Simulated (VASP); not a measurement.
# Se (Fd-3m) in VASP: a series of runs

Runs on Se. Level: PBE. Tasks: single point.

All numbers are computed with VASP 6.6.1; they aren't measurements. Logs are shortened: lines on timing, memory, paths and dates and some standing lists are left out, and cuts for length are marked.

### 1 The cell of the first run

Symmetry: Fd-3m, No. 227, cubic system. Conventional cell: a = 4.665 Å, b = 4.665 Å, c = 4.665 Å, α = 90.00°, β = 90.00°, γ = 90.00°. Se (site symmetry -43m) has 4 Se at 2.02 Å within 2.7 Å.

This isn't the form of Se at room conditions, which is trigonal, of chains.

### 2 Single point, PBE (12.69 Å³/atom)

The input, INCAR:

```
SYSTEM = Se
PREC = Accurate
ENCUT = 520
EDIFF = 1E-6
ISMEAR = -1
SIGMA = 0.1
LREAL = .FALSE.
LASPH = .TRUE.
NELM = 80
ALGO = Normal
ISIF = 2
LWAVE = .FALSE.
LCHARG = .FALSE.
GGA = PE
NBANDS = 13
```

The input, KPOINTS:

```
regular mesh
0
G
  11 11 11
  0 0 0
```

The input, POSCAR:

```
Se
1.0
    0.0000000000      2.3325060987      2.3325060987
    2.3325060987      0.0000000000      2.3325060987
    2.3325060987      2.3325060987      0.0000000000
Se
2
Direct
   -0.1250000000     -0.1250000000     -0.1250000000
    0.1250000000      0.1250000000      0.1250000000
```

Potentials or basis: VASP PAW PBE potentials, release 64 (Se).

Command:

```bash
cat potpaw_PBE.64/Se/POTCAR > POTCAR
mpirun -np 1 vasp_std > vasp.out
```

OUTCAR:

```text
SYSTEM = Se
   PREC = Accurate
   ENCUT = 520
   EDIFF = 1E-6
   ISMEAR = -1
   LREAL = .FALSE.
   LASPH = .TRUE.
   NELM = 80
   ISIF = 2
   GGA = PE

 ion  position               nearest neighbor table
   1  0.875  0.875  0.875-   2 2.02   2 2.02   2 2.02   2 2.02
   2  0.125  0.125  0.125-   1 2.02   1 2.02   1 2.02   1 2.02

  LATTYP: Found a face centered cubic cell.
 ALAT       =     4.6650121974

  Lattice vectors:

 A1 = (   0.0000000000,   2.3325060987,   2.3325060987)
 A2 = (   2.3325060987,   0.0000000000,   2.3325060987)
 A3 = (   2.3325060987,   2.3325060987,   0.0000000000)

Analysis of symmetry for initial positions (statically):
=====================================================================
 Subroutine PRICEL returns:
 Original cell was already a primitive cell.

 Routine SETGRP: Setting up the symmetry group for a
 face centered cubic supercell.

 Subroutine GETGRP returns: Found 48 space group operations
 (whereof 12 operations were pure point group operations)
 out of a pool of 48 trial point group operations.

The static configuration has the point symmetry D_3d.
 The point group associated with its full space group is O_h .

Analysis of symmetry for dynamics (positions and initial velocities):
=====================================================================
 Subroutine PRICEL returns:
 Original cell was already a primitive cell.

 Routine SETGRP: Setting up the symmetry group for a
 face centered cubic supercell.

 Subroutine GETGRP returns: Found 48 space group operations
 (whereof 12 operations were pure point group operations)
 out of a pool of 48 trial point group operations.

The dynamic configuration has the point symmetry D_3d.
 The point group associated with its full space group is O_h .

 Subroutine INISYM returns: Found 48 space group operations
 (whereof 12 operations are pure point group operations),
 and found     1 'primitive' translations

----------------------------------------------------------------------------------------

                                     Primitive cell

  volume of cell :      25.3804

  direct lattice vectors                    reciprocal lattice vectors
     0.000000000  2.332506099  2.332506099    -0.214361712  0.214361712  0.214361712
     2.332506099  0.000000000  2.332506099     0.214361712 -0.214361712  0.214361712
     2.332506099  2.332506099  0.000000000     0.214361712  0.214361712 -0.214361712

  length of vectors
     3.298661759  3.298661759  3.298661759     0.371285376  0.371285376  0.371285376

  position of ions in fractional coordinates (direct lattice)
     0.875000000  0.875000000  0.875000000
     0.125000000  0.125000000  0.125000000

  ion indices of the primitive-cell ions
   primitive index   ion index
                 1           1
                 2           2

----------------------------------------------------------------------------------------

 KPOINTS: regular mesh

Automatic generation of k-mesh.
 Grid dimensions read from file:
 generate k-points for:   11   11   11

 Generating k-lattice:

  Cartesian coordinates                     Fractional coordinates (reciprocal lattice)
    -0.019487428  0.019487428  0.019487428     0.090909091  0.000000000  0.000000000
     0.019487428 -0.019487428  0.019487428     0.000000000  0.090909091  0.000000000
     0.019487428  0.019487428 -0.019487428     0.000000000  0.000000000  0.090909091

  Length of vectors
     0.033753216  0.033753216  0.033753216

  Shift w.r.t. Gamma in fractional coordinates (k-lattice)
     0.000000000  0.000000000  0.000000000

 Subroutine IBZKPT returns following result:
 ===========================================

 Found     56 irreducible k-points:

 Following reciprocal coordinates:
            Coordinates               Weight
  0.000000  0.000000  0.000000      1.000000
  0.090909  0.000000  0.000000      8.000000
  0.181818  0.000000  0.000000      8.000000
  0.272727  0.000000  0.000000      8.000000
  0.363636  0.000000  0.000000      8.000000
  0.454545  0.000000  0.000000      8.000000
[... 16 lines left out ...]
 -0.272727  0.181818  0.000000     24.000000
 -0.181818  0.181818  0.000000     12.000000
 [... further k-points ...]
   k-points           NKPTS =     56   k-points in BZ     NKDIM =     56   number of bands    NBANDS=     13
   number of dos      NEDOS =    301   number of ions     NIONS =      2
   total plane-waves  NPLWV =  21952
   dimension x,y,z NGX =    28 NGY =   28 NGZ =   28
   dimension x,y,z NGXF=    56 NGYF=   56 NGZF=   56
   ions per type =               2
   NGX,Y,Z   is equivalent  to a cutoff of  14.11, 14.11, 14.11 a.u.
   NGXF,Y,Z  is equivalent  to a cutoff of  28.22, 28.22, 28.22 a.u.
 SYSTEM =  Se
   PREC   = accura    normal or accurate (medium, high low for compatibility)
   ISTART =      0    job   : 0-new  1-cont  2-samecut
   ICHARG =      2    charge: 1-file 2-atom 10-const
   ISPIN  =      1    spin polarized calculation?
   LNONCOLLINEAR =      F non collinear calculations
   LSORBIT =      F    spin-orbit coupling
   LASPH  =      T    aspherical Exc in radial PAW
   ENCUT  =  520.0 eV  38.22 Ry    6.18 a.u.   6.13  6.13  6.13*2*pi/ulx,y,z
   NELM   =     80;   NELMIN=  2; NELMDL= -5     # of ELM steps
   EDIFF  = 0.1E-05   stopping-criterion for ELM
   LREAL  =      F    real-space projection
   EDIFFG = 0.1E-04   stopping-criterion for IOM
   NSW    =      0    number of steps for IOM
   IBRION =     -1    ionic relax: 0-MD 1-quasi-New 2-CG
   NFREE  =      0    steps in history (QN), initial steepest desc. (CG)
   ISIF   =      2    stress and relaxation
   ISYM   =      2    0-nonsym 1-usesym 2-fastsym
   POTIM  = 0.5000    time-step for ionic-motion
   TEBEG  =    0.0;   TEEND  =   0.0 temperature during run
   PSTRESS=    0.0 pullay stress
   NELECT =      12.0000    total number of electrons
   NUPDOWN=      -1.0000    fix difference up-down
   EMIN   =  10.00;   EMAX   =-10.00  energy-range for DOS
   EFERMI =   0.00;   METHOD = LEGACY
   ISMEAR =    -1;   SIGMA  =   0.10  broadening in eV -4-tet -1-fermi 0-gaus
   EFERMI_NEDOS =   21; number of points for ismear=-14 and -15
   IALGO  =     38    algorithm
   IMIX   =      4    mixing-type and parameters
     AMIX     =   0.40;   BMIX     =  1.00
     AMIX_MAG =   1.60;   BMIX_MAG =  1.00
  volume/ion in A,a.u.               =      12.69        85.64
  Fermi-wavevector in a.u.,A,eV,Ry     =   1.275369  2.410098 22.130769  1.626566
  Thomas-Fermi vector in A             =   2.408085
   LORBIT       =      0    0 simple, 1 ext, 2 COOP (PROOUT), +10 PAW based schemes
   GGA     = PE    functional components
   LHFCALC =     F    Hartree Fock is set to
   AEXX    =    0.0000 exact exchange contribution
   IVDW    =     0    specifies the selected vdW correction
   LEPSILON=     F    determine dielectric tensor
   LRPA    =     F    only Hartree local field effects (RPA)
 non-spin polarized calculation
  energy-cutoff  :      520.00
  volume of cell :       25.38
 maximum number of plane-waves:       701
 NGX is ok and might be reduce to    28
   NGX = 13   NGY = 13   NGZ = 13

 number of electron      12.0000000 magnetization

 Free energy of the ion-electron system (eV)
  ---------------------------------------------------
  ext. energy  EPLUGINS =         0.00000000
  ---------------------------------------------------
  free energy    TOTEN  =         5.95314680 eV

  energy without entropy =        5.98563532  energy(sigma->0) =        5.96939106

 E-fermi :  13.2475     XC(G=0): -12.5186

 val. band max:       13.2260506592   @ k =  -0.4545   0.1818   0.0000
 cond. band min:      13.3091765245   @ k =  -0.2727   0.1818   0.0000
 fundamental gap:      0.0831258652
 Fermi energy:        13.2474559621

 k-point     1 :       0.0000    0.0000    0.0000
  band No.  band energies     occupation
      1     -11.3244      2.00000
      2       6.4371      2.00000
      3       6.4371      2.00000
      4       6.4371      2.00000
      5       9.5082      2.00000
      6      10.7222      2.00000
      7      10.7222      2.00000
      8      10.7222      2.00000
      9      17.9520      0.00000
     10      20.1183      0.00000
     11      20.1183      0.00000
     12      23.2896      0.00000
     13      23.2896      0.00000

 k-point     2 :       0.0909    0.0000    0.0000
  band No.  band energies     occupation
      1     -11.1757      2.00000
      2       4.7977      2.00000
      3       6.1865      2.00000
      4       6.1865      2.00000
      5       9.9359      2.00000
      6      11.0748      2.00000
      7      11.0748      2.00000
      8      11.7139      2.00000
      9      18.5876      0.00000
     10      19.4987      0.00000
     11      19.4987      0.00000
     12      22.7680      0.00000
     13      24.4314      0.00000

 k-point     3 :       0.1818    0.0000    0.0000
  band No.  band energies     occupation
      1     -10.7363      2.00000
      2       2.2710      2.00000
      3       5.6559      2.00000
      4       5.6559      2.00000
      5       9.5726      2.00000
      6      11.8056      2.00000
      7      11.8056      2.00000
      8      14.1337      0.00028
      9      18.8426      0.00000
     10      18.8426      0.00000
     11      19.7591      0.00000
     12      22.4686      0.00000
     13      26.7482      0.00000

 k-point     4 :       0.2727    0.0000    0.0000
  band No.  band energies     occupation
      1     -10.0331      2.00000
      2      -0.1448      2.00000
      3       5.1305      2.00000
      4       5.1305      2.00000
      5       9.1133      2.00000
      6      12.3616      1.99972
      7      12.3616      1.99972
      8      16.5902      0.00000
      9      19.0627      0.00000
     10      19.0627      0.00000
     11      19.6912      0.00000
     12      24.3847      0.00000
     13      29.4592      0.00000

 k-point     5 :       0.3636    0.0000    0.0000
  band No.  band energies     occupation
      1      -9.1491      2.00000
      2      -2.2119      2.00000
      3       4.7420      2.00000
      4       4.7420      2.00000
      5       8.7644      2.00000
      6      12.5212      1.99860
      7      12.5212      1.99860
      8      18.2053      0.00000
      9      20.1000      0.00000
     10      20.3619      0.00000
     11      20.3619      0.00000
     12      26.4953      0.00000
     13      28.2362      0.00000
[... 257 lines left out ...]
 k-point    22 :      -0.3636    0.1818    0.0000
  band No.  band energies     occupation
      1      -8.0686      2.00000
      2      -3.2094      2.00000
      3       1.8000      2.00000
      4       4.1463      2.00000
      5      10.3249      2.00000
      6      13.3371      0.57956
      7      13.8929      0.00314
      8      18.0092      0.00000
      9      19.5151      0.00000
     10      19.9000      0.00000
     11      23.4034      0.00000
     12      27.2726      0.00000
     13      28.6476      0.00000

 k-point    23 :      -0.2727    0.1818    0.0000
  band No.  band energies     occupation
      1      -8.9521      2.00000
      2      -1.6974      2.00000
      3       1.9833      2.00000
      4       4.7043      2.00000
      5      10.6491      2.00000
      6      13.3092      0.70083
      7      13.5065      0.13950
      8      15.9454      0.00000
      9      17.9644      0.00000
     10      21.6029      0.00000
     11      24.2245      0.00000
     12      24.9826      0.00000
     13      27.1317      0.00000

 k-point    24 :      -0.1818    0.1818    0.0000
  band No.  band energies     occupation
      1      -9.7868      2.00000
      2      -0.0072      2.00000
      3       2.7169      2.00000
      4       5.3102      2.00000
      5      10.8422      2.00000
      6      12.4732      1.99913
      7      12.9955      1.85104
      8      14.9945      0.00000
      9      17.4727      0.00000
     10      21.7343      0.00000
     11      21.9341      0.00000
     12      24.4823      0.00000
     13      27.2418      0.00000

 [... further k-points ...]

------------------------ aborting loop because EDIFF is reached ----------------------------------------

  FORCE on cell =-STRESS in cart. coord.  units (eV):
  Direction    XX          YY          ZZ          XY          YZ          ZX
  --------------------------------------------------------------------------------------
  -------------------------------------------------------------------------------------
  Total       34.2375567     34.2375567     34.2375567      0.0000000      0.0000000      0.0000000
  in kB     2161.2996697   2161.2996697   2161.2996697      0.0000000      0.0000000      0.0000000
  external PRESSURE =    2161.2996697 kB  Pullay stress =       0.0000000 kB

 VOLUME and BASIS-vectors are now :
 -----------------------------------------------------------------------------
  energy-cutoff  :      520.00
  volume of cell :       25.38
      direct lattice vectors                 reciprocal lattice vectors
     0.000000000  2.332506099  2.332506099    -0.214361712  0.214361712  0.214361712
     2.332506099  0.000000000  2.332506099     0.214361712 -0.214361712  0.214361712
     2.332506099  2.332506099  0.000000000     0.214361712  0.214361712 -0.214361712

 POSITION                                       TOTAL-FORCE (eV/Angst)
 -----------------------------------------------------------------------------------
      4.08189      4.08189      4.08189        -0.000000     -0.000000     -0.000000
      0.58313      0.58313      0.58313         0.000000      0.000000      0.000000
 -----------------------------------------------------------------------------------
    total drift:                               -0.000000     -0.000000     -0.000000

  FREE ENERGIE OF THE ION-ELECTRON SYSTEM (eV)
  ---------------------------------------------------
  free  energy   TOTEN  =         5.9531468033 eV

  energy  without entropy=        5.9856353188  energy(sigma->0) =        5.96939106
```

Run time: 16 s. Hardware: 1 thread of AMD EPYC 7R13 (Zen 3), shared host; peak memory 0.13 GiB.

Results:

```
Free energy            : 5.9531 eV
Pressure               : 216.1 GPa
Band gap on the k mesh : zero (bands 6 and 7 overlap by 4.75 eV)
```

Caveat: the cell stands under pressure.

### 3 Single point, PBE (12.69 Å³/atom)

The input, INCAR:

```
  PREC = Accurate
  ENCUT = 520
  EDIFF = 1E-7
  ISMEAR = -1
  SIGMA = 0.1
  LREAL = False
  LASPH = True
  NELM = 80
  ALGO = Normal
  ISIF = 2
  LWAVE = False
  LCHARG = False
  GGA = PE
  NBANDS = 13
```

The input, KPOINTS:

```
regular mesh
0
Gamma
  11 11 11
```

POSCAR is that of step 2.

Potentials or basis: VASP PAW PBE potentials, release 64 (Se).

Command:

```bash
cat potpaw_PBE.64/Se/POTCAR > POTCAR
mpirun -np 1 vasp_std > vasp.out
```

Wall time 17 s (1 thread of AMD EPYC 7R13 (Zen 3), shared host); peak memory 0.13 GiB.

It converged, with:

- Free energy: 5.9531 eV
- Pressure: 216.1 GPa
- Band gap on the k mesh: zero (bands 6 and 7 overlap by 4.75 eV)

Levels at points of the mesh, in eV from the Fermi level:
| k point | band 4 | band 5 | band 6 | band 7 | band 8 | band 9 |
| --- | --- | --- | --- | --- | --- | --- |
| (0.00, 0.00, 0.00) | -6.81 | -3.74 | -2.53 | -2.53 | -2.53 | 4.70 |

Caveat: the cell stands under pressure.

(Part 1 of 2 ends here.)
